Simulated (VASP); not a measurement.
Write the native input for VASP 6.6.1 that does the following.

```
Task                   : single point
Functional             : PBE
Potentials or basis    : VASP PAW PBE potentials, release 64 (Al, Ga_d, N)
Cutoff                 : 520 eV
k mesh                 : 4 × 2 × 4
Occupations            : gaussian, width 0.1 eV
Spin                   : no spin polarisation
Dipole correction      : no
Further INCAR settings : ALGO = Normal; EDIFF = 1e-07; NBANDS = 56
```

The structure of AlGa2N3 lies in POSCAR:

```
AlGa2N3
1.0
   -0.0000474433     -3.1895542626      0.0000557302
    6.3789618750      0.0000931384     -0.0001215429
   -1.5944591706      1.5949602203      6.7140757809
Al Ga N
2 4 6
Direct
    0.4999982752      0.2500014025      1.0000046179
    0.5000044662      0.7500007879      1.0000034242
    0.8354130422      0.4177050870      0.6708308566
    0.8354121277      0.9177049717      0.6708269012
    0.1645993720      0.0822927867      0.3291711209
    0.1645817621      0.5822934773      0.3291744783
    0.4215990698      0.4608026232      0.8431949500
    0.4215915419      0.9608002296      0.8431917972
    0.0784006388      0.2891984029      0.1567997546
    0.0784015494      0.7892006105      0.1568011207
    0.7500100466      0.1250007201      0.5000029156
    0.7499881079      0.6249989008      0.4999980629
```

These files were run (other wordings do the same):

INCAR

```
SYSTEM = AlGa2N3
PREC     = Accurate       ! precision mode
ENCUT    = 520            ! plane-wave cutoff, eV
EDIFF    = 1E-7           ! SCF threshold, eV
ISMEAR   = 0              ! smearing method
SIGMA    = 0.1            ! smearing width, eV
LREAL    = .FALSE.        ! projectors in reciprocal space
LASPH    = .TRUE.         ! aspherical terms in the spheres
NELM     = 60             ! most SCF steps
ALGO     = Normal         ! electronic algorithm
ISIF     = 2              ! what is computed and relaxed
LWAVE    = .FALSE.        ! write WAVECAR
LCHARG   = .TRUE.         ! write CHGCAR
GGA      = PE             ! functional
LELF     = .TRUE.         ! ELF
LVHAR    = .TRUE.       
NBANDS   = 56             ! bands
```

KPOINTS

```
Automatic mesh
0
G
  4 2 4
  0 0 0
```

Potentials or basis: VASP PAW PBE potentials, release 64 (Al, Ga_d, N).

Command:

```bash
$ cat potpaw_PBE.64/Al/POTCAR potpaw_PBE.64/Ga_d/POTCAR potpaw_PBE.64/N/POTCAR > POTCAR
$ mpirun -np 1 vasp_std > vasp.out
```

It gave:

The pressure is 0.0 GPa, the largest force is 0.022 eV/Å and the band gap on the k mesh is 2.25 eV.

Caveat: the k points lie up to 0.51 Å⁻¹ apart.

Run time: 100 s on 1 thread of Intel(R) Xeon(R) 6975P-C (Granite Rapids) (shared host), peak memory 0.3 GiB.
